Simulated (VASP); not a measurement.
# Si16Ge (a cell with a defect) in VASP: relaxation of the atoms with LDA

Aim: the relaxation of the atoms of Si16Ge (a cell with a defect) with LDA.

Program: VASP 6.6.1. These are calculated values, not measurements. Logs are shortened: lines on timing, memory, paths and dates and some standing lists are left out, and cuts for length are marked.

### 1 The cell of the first run

The cell holds a defect, 17 atoms: a = 7.679 Å, b = 7.679 Å, c = 7.679 Å, α = 60.00°, β = 60.00°, γ = 60.00°.

### 2 Relaxation of the atoms, LDA

INCAR

```
PREC = Accurate
ENCUT = 520
EDIFF = 1E-6
ISMEAR = 0
SIGMA = 0.02
LREAL = Auto
LASPH = True
NELM = 100
ALGO = Normal
ISIF = 2
LWAVE = False
LCHARG = False
IBRION = 2
NSW = 80
EDIFFG = -0.03
```

KPOINTS

```
Automatic mesh
0
Gamma
  2 2 2
```

POSCAR

```
Si16Ge
1.0
    0.0000000000      5.4300000000      5.4300000000
    5.4300000000      0.0000000000      5.4300000000
    5.4300000000      5.4300000000      0.0000000000
Si Ge
16 1
Direct
    0.0000000000      0.0000000000      0.0000000000
    0.1250000000      0.1250000000      0.1250000000
    0.0000000000      0.0000000000      0.5000000000
    0.1250000000      0.1250000000      0.6250000000
    0.0000000000      0.5000000000      0.0000000000
    0.1250000000      0.6250000000      0.1250000000
    0.0000000000      0.5000000000      0.5000000000
    0.1250000000      0.6250000000      0.6250000000
    0.5000000000      0.0000000000      0.0000000000
    0.6250000000      0.1250000000      0.1250000000
    0.5000000000      0.0000000000      0.5000000000
    0.6250000000      0.1250000000      0.6250000000
    0.5000000000      0.5000000000      0.0000000000
    0.6250000000      0.6250000000      0.1250000000
    0.5000000000      0.5000000000      0.5000000000
    0.6250000000      0.6250000000      0.6250000000
    0.7585923000      0.2355537000      0.2540107000
```

Potentials or basis: VASP PAW LDA potentials, release 64 (Si, Ge_d).

The run is started by

```
$ cat potpaw_LDA.64/Si/POTCAR potpaw_LDA.64/Ge_d/POTCAR > POTCAR
$ mpirun -np 1 vasp_std > vasp.out
```

OUTCAR:

```text
PREC = Accurate
   ENCUT = 520
   EDIFF = 1E-6
   ISMEAR = 0
   LREAL = Auto
   LASPH = True
   NELM = 100
   ISIF = 2
   IBRION = 2
   NSW = 80
   EDIFFG = -0.03

 ion  position               nearest neighbor table
   1  0.000  0.000  0.000-   2 2.35   4 2.35   6 2.35  10 2.35  17 2.66
   2  0.125  0.125  0.125-  17 2.30   3 2.35   5 2.35   9 2.35   1 2.35
   3  0.000  0.000  0.500-   2 2.35   4 2.35   8 2.35  12 2.35  17 2.65
   4  0.125  0.125  0.625-   1 2.35   3 2.35   7 2.35  11 2.35
   5  0.000  0.500  0.000-   2 2.35   6 2.35   8 2.35  14 2.35  17 2.75
   6  0.125  0.625  0.125-   1 2.35   5 2.35   7 2.35  13 2.35
   7  0.000  0.500  0.500-   4 2.35   6 2.35   8 2.35  16 2.35
   8  0.125  0.625  0.625-   3 2.35   5 2.35   7 2.35  15 2.35
   9  0.500  0.000  0.000-   2 2.35  10 2.35  12 2.35  14 2.35
  10  0.625  0.125  0.125-  17 2.34   9 2.35  11 2.35  13 2.35   1 2.35
  11  0.500  0.000  0.500-   4 2.35  10 2.35  12 2.35  16 2.35  17 2.68
  12  0.625  0.125  0.625-  17 2.33   9 2.35  11 2.35  15 2.35   3 2.35
  13  0.500  0.500  0.000-   6 2.35  10 2.35  14 2.35  16 2.35  17 2.78
  14  0.625  0.625  0.125-   5 2.35   9 2.35  13 2.35  15 2.35  17 2.44
  15  0.500  0.500  0.500-   8 2.35  12 2.35  14 2.35  16 2.35  17 2.77
  16  0.625  0.625  0.625-   7 2.35  11 2.35  13 2.35  15 2.35
  17  0.759  0.236  0.254-   2 2.30  12 2.33  10 2.34  14 2.44   3 2.65   1 2.66  11 2.68   5 2.75
                            15 2.77  13 2.78

  LATTYP: Found a face centered cubic cell.
 ALAT       =    10.8600000000

  Lattice vectors:

 A1 = (   0.0000000000,   5.4300000000,   5.4300000000)
 A2 = (   5.4300000000,   0.0000000000,   5.4300000000)
 A3 = (   5.4300000000,   5.4300000000,   0.0000000000)

Analysis of symmetry for initial positions (statically):
=====================================================================
 Subroutine PRICEL returns:
 Original cell was already a primitive cell.

 Routine SETGRP: Setting up the symmetry group for a
 face centered cubic supercell.

 Subroutine GETGRP returns: Found  1 space group operations
 (whereof  1 operations were pure point group operations)
 out of a pool of 48 trial point group operations.

The static configuration has the point symmetry C_1 .

Analysis of symmetry for dynamics (positions and initial velocities):
=====================================================================
 Subroutine PRICEL returns:
 Original cell was already a primitive cell.

 Routine SETGRP: Setting up the symmetry group for a
 face centered cubic supercell.

 Subroutine GETGRP returns: Found  1 space group operations
 (whereof  1 operations were pure point group operations)
 out of a pool of 48 trial point group operations.

The dynamic configuration has the point symmetry C_1 .

 Subroutine INISYM returns: Found  1 space group operations
 (whereof  1 operations are pure point group operations),
 and found     1 'primitive' translations

----------------------------------------------------------------------------------------

                                     Primitive cell

  volume of cell :     320.2060

  direct lattice vectors                    reciprocal lattice vectors
     0.000000000  5.430000000  5.430000000    -0.092081031  0.092081031  0.092081031
     5.430000000  0.000000000  5.430000000     0.092081031 -0.092081031  0.092081031
     5.430000000  5.430000000  0.000000000     0.092081031  0.092081031 -0.092081031

  length of vectors
     7.679179644  7.679179644  7.679179644     0.159489025  0.159489025  0.159489025

  position of ions in fractional coordinates (direct lattice)
     0.000000000  0.000000000  0.000000000
     0.125000000  0.125000000  0.125000000
     0.000000000  0.000000000  0.500000000
     0.125000000  0.125000000  0.625000000
     0.000000000  0.500000000  0.000000000
     0.125000000  0.625000000  0.125000000
[... 9 lines left out ...]
     0.625000000  0.625000000  0.625000000
     0.758592300  0.235553700  0.254010700

  ion indices of the primitive-cell ions
   primitive index   ion index
                 1           1
                 2           2
                 3           3
                 4           4
                 5           5
                 6           6
[... 9 lines left out ...]
                16          16
                17          17

----------------------------------------------------------------------------------------

 KPOINTS: Automatic mesh

Automatic generation of k-mesh.
 Grid dimensions read from file:
 generate k-points for:    2    2    2

 Generating k-lattice:

  Cartesian coordinates                     Fractional coordinates (reciprocal lattice)
    -0.046040516  0.046040516  0.046040516     0.500000000  0.000000000  0.000000000
     0.046040516 -0.046040516  0.046040516     0.000000000  0.500000000  0.000000000
     0.046040516  0.046040516 -0.046040516     0.000000000  0.000000000  0.500000000

  Length of vectors
     0.079744512  0.079744512  0.079744512

  Shift w.r.t. Gamma in fractional coordinates (k-lattice)
     0.000000000  0.000000000  0.000000000

 Subroutine IBZKPT returns following result:
 ===========================================

 Found      8 irreducible k-points:

 Following reciprocal coordinates:
            Coordinates               Weight
  0.000000  0.000000  0.000000      1.000000
  0.500000  0.000000  0.000000      1.000000
  0.000000  0.500000  0.000000      1.000000
  0.000000  0.000000  0.500000      1.000000
  0.500000  0.500000  0.500000      1.000000
  0.500000  0.500000  0.000000      1.000000
  0.000000  0.500000  0.500000      1.000000
  0.500000  0.000000  0.500000      1.000000
   k-points           NKPTS =      8   k-points in BZ     NKDIM =      8   number of bands    NBANDS=     48
   number of dos      NEDOS =    301   number of ions     NIONS =     17
   total plane-waves  NPLWV = 216000
   dimension x,y,z NGX =    60 NGY =   60 NGZ =   60
   dimension x,y,z NGXF=   120 NGYF=  120 NGZF=  120
   ions per type =              16   1
   NGX,Y,Z   is equivalent  to a cutoff of  12.99, 12.99, 12.99 a.u.
   NGXF,Y,Z  is equivalent  to a cutoff of  25.98, 25.98, 25.98 a.u.
 SYSTEM =  unknown system
   PREC   = accura    normal or accurate (medium, high low for compatibility)
   ISTART =      0    job   : 0-new  1-cont  2-samecut
   ICHARG =      2    charge: 1-file 2-atom 10-const
   ISPIN  =      1    spin polarized calculation?
   LNONCOLLINEAR =      F non collinear calculations
   LSORBIT =      F    spin-orbit coupling
   LASPH  =      T    aspherical Exc in radial PAW
   ENCUT  =  520.0 eV  38.22 Ry    6.18 a.u.  14.28 14.28 14.28*2*pi/ulx,y,z
   NELM   =    100;   NELMIN=  2; NELMDL= -5     # of ELM steps
   EDIFF  = 0.1E-05   stopping-criterion for ELM
   LREAL  =      T    real-space projection
   EDIFFG = -.3E-01   stopping-criterion for IOM
   NSW    =     80    number of steps for IOM
   IBRION =      2    ionic relax: 0-MD 1-quasi-New 2-CG
   NFREE  =      1    steps in history (QN), initial steepest desc. (CG)
   ISIF   =      2    stress and relaxation
   ISYM   =      2    0-nonsym 1-usesym 2-fastsym
   POTIM  = 0.5000    time-step for ionic-motion
   TEBEG  =    0.0;   TEEND  =   0.0 temperature during run
   PSTRESS=    0.0 pullay stress
   NELECT =      78.0000    total number of electrons
   NUPDOWN=      -1.0000    fix difference up-down
   EMIN   =  10.00;   EMAX   =-10.00  energy-range for DOS
   EFERMI =   0.00;   METHOD = LEGACY
   ISMEAR =     0;   SIGMA  =   0.02  broadening in eV -4-tet -1-fermi 0-gaus
   EFERMI_NEDOS =   21; number of points for ismear=-14 and -15
   IALGO  =     38    algorithm
   IMIX   =      4    mixing-type and parameters
     AMIX     =   0.40;   BMIX     =  1.00
     AMIX_MAG =   1.60;   BMIX_MAG =  1.00
  volume/ion in A,a.u.               =      18.84       127.11
  Fermi-wavevector in a.u.,A,eV,Ry     =   1.022421  1.932096 14.222785  1.045345
  Thomas-Fermi vector in A             =   2.156100
   LORBIT       =      0    0 simple, 1 ext, 2 COOP (PROOUT), +10 PAW based schemes
   GGA     = CA    functional components
   LHFCALC =     F    Hartree Fock is set to
   AEXX    =    0.0000 exact exchange contribution
   IVDW    =     0    specifies the selected vdW correction
   LEPSILON=     F    determine dielectric tensor
   LRPA    =     F    only Hartree local field effects (RPA)
 conjugate gradient relaxation of ions
 non-spin polarized calculation
 Gauss-broadening in eV      SIGMA  =   0.02
  energy-cutoff  :      520.00
  volume of cell :      320.21
 maximum number of plane-waves:      8646
 NGX is ok and might be reduce to    60
   NGX = 29   NGY = 29   NGZ = 29

--------------------------------------- Ionic step        1  -------------------------------------------

 number of electron      78.0000005 magnetization

 Free energy of the ion-electron system (eV)
  ---------------------------------------------------
  ext. energy  EPLUGINS =         0.00000000
  ---------------------------------------------------
  free energy    TOTEN  =       -96.18252629 eV

  energy without entropy =      -96.17867997  energy(sigma->0) =      -96.18060313

------------------------ aborting loop because EDIFF is reached ----------------------------------------

  FORCE on cell =-STRESS in cart. coord.  units (eV):
  Direction    XX          YY          ZZ          XY          YZ          ZX
  --------------------------------------------------------------------------------------
  -------------------------------------------------------------------------------------
  Total        7.8331746      7.8590072      7.7925435      0.4419168      0.8470328     -1.0314151
  in kB       39.1939385     39.3231941     38.9906373      2.2111676      4.2381990     -5.1607711
  external PRESSURE =      39.1692566 kB  Pullay stress =       0.0000000 kB
[... 134 lines left out ...]
  FREE ENERGIE OF THE ION-ELECTRON SYSTEM (eV)
  ---------------------------------------------------
  free  energy   TOTEN  =       -96.4969940689 eV

  energy  without entropy=      -96.4941587080  energy(sigma->0) =      -96.49557639

[... ionic steps 4 to 8 ...]

--------------------------------------- Ionic step        9  -------------------------------------------

 number of electron      78.0000001 magnetization

------------------------ aborting loop because EDIFF is reached ----------------------------------------

  FORCE on cell =-STRESS in cart. coord.  units (eV):
  Direction    XX          YY          ZZ          XY          YZ          ZX
  --------------------------------------------------------------------------------------
  -------------------------------------------------------------------------------------
  Total        5.7787005      5.7466206      5.8268429      0.0225343      0.0270447     -0.0316058
  in kB       28.9142069     28.7536924     29.1550916      0.1127522      0.1353206     -0.1581423
  external PRESSURE =      28.9409970 kB  Pullay stress =       0.0000000 kB
[... 87 lines left out ...]
  energy  without entropy=      -96.5076047269  energy(sigma->0) =      -96.50900873

--------------------------------------- Ionic step       11  -------------------------------------------

 number of electron      77.9999999 magnetization

 Free energy of the ion-electron system (eV)
  ---------------------------------------------------
  ext. energy  EPLUGINS =         0.00000000
  ---------------------------------------------------
  free energy    TOTEN  =       -96.51060700 eV

  energy without entropy =      -96.50780476  energy(sigma->0) =      -96.50920588

 E-fermi :   6.7993     XC(G=0):  -9.9329

 val. band max:        6.7976268389   @ k =   0.0000   0.0000   0.0000
 cond. band min:       6.8009528448   @ k =   0.0000   0.0000   0.0000
 fundamental gap:      0.0033260058
 Fermi energy:         6.7992889981

 k-point     1 :       0.0000    0.0000    0.0000
  band No.  band energies     occupation
      1     -18.4730      2.00000
      2     -18.4727      2.00000
      3     -18.4724      2.00000
      4     -18.4587      2.00000
      5     -18.4587      2.00000
      6      -6.6081      2.00000
[... 441 lines left out ...]
  FREE ENERGIE OF THE ION-ELECTRON SYSTEM (eV)
  ---------------------------------------------------
  free  energy   TOTEN  =       -96.5106069996 eV

  energy  without entropy=      -96.5078047566  energy(sigma->0) =      -96.50920588

 reached required accuracy - stopping structural energy minimisation
```

Wall time 31 min (1 thread of Oxide Virtual Turin-like, shared host); peak memory 0.38 GiB.

What came out:

- Free energy: -96.5106 eV
- Energy gained by relaxing: 19.3 meV/atom
- Ionic steps: 11
- Pressure after relaxing: 2.9 GPa
- Largest force after relaxing: 0.025 eV/Å
- Band gap on the k mesh: zero (bands 39 and 40 overlap by 0.30 eV)

Forces in eV/Å, atoms in the order of the input:
```
Si  -0.002  0.005 -0.003
Si   0.013 -0.013 -0.009
Si  -0.004  0.002 -0.003
Si   0.004 -0.002  0.006
Si   0.007 -0.006 -0.008
Si  -0.008  0.008 -0.005
Si   0.002 -0.001 -0.001
Si  -0.008  0.007 -0.006
Si   0.011 -0.011  0.019
Si  -0.005 -0.003 -0.006
Si  -0.004  0.004 -0.004
Si   0.000  0.002 -0.003
Si   0.006  0.010  0.007
Si   0.000  0.002  0.002
Si  -0.008 -0.006  0.008
Si  -0.007  0.008 -0.006
Ge   0.004 -0.004  0.010
```

The path:
```csv
step,energy change (eV),largest force (eV/Å),pressure (GPa)
1,0.0000,1.7701,3.92
2,-0.3121,0.2915,2.95
3,-0.3145,0.3274,2.90
4,-0.3146,0.2989,2.90
5,-0.3249,0.1319,2.88
6,-0.3249,0.1328,2.88
7,-0.3270,0.0745,2.89
8,-0.3273,0.0452,2.90
9,-0.3277,0.0322,2.89
10,-0.3279,0.0382,2.89
11,-0.3281,0.0249,2.89
```

Final structure:
```yaml
crystal:
  lattice:
    - [0.00000, 5.43000, 5.43000]
    - [5.43000, 0.00000, 5.43000]
    - [5.43000, 5.43000, 0.00000]
  atoms:
    - { symbol: Si, position: [0.00489, 0.99539, 0.99539] }
    - { symbol: Si, position: [0.13761, 0.12044, 0.12096] }
    - { symbol: Si, position: [0.00483, 0.99536, 0.50446] }
    - { symbol: Si, position: [0.12428, 0.12753, 0.62414] }
    - { symbol: Si, position: [0.00543, 0.50332, 0.99562] }
    - { symbol: Si, position: [0.12435, 0.62412, 0.12719] }
    - { symbol: Si, position: [0.99989, 0.50021, 0.49993] }
    - { symbol: Si, position: [0.12437, 0.62404, 0.62435] }
    - { symbol: Si, position: [0.50168, 0.99705, 0.00085] }
    - { symbol: Si, position: [0.62164, 0.12052, 0.12163] }
    - { symbol: Si, position: [0.49547, 0.99544, 0.50464] }
    - { symbol: Si, position: [0.62139, 0.12055, 0.63664] }
    - { symbol: Si, position: [0.49580, 0.50343, 0.99580] }
    - { symbol: Si, position: [0.62254, 0.63324, 0.12220] }
    - { symbol: Si, position: [0.49575, 0.50340, 0.50511] }
    - { symbol: Si, position: [0.62710, 0.62422, 0.62434] }
    - { symbol: Ge, position: [0.75159, 0.24728, 0.25077] }
```

Caveat: the k points lie up to 0.50 Å⁻¹ apart.
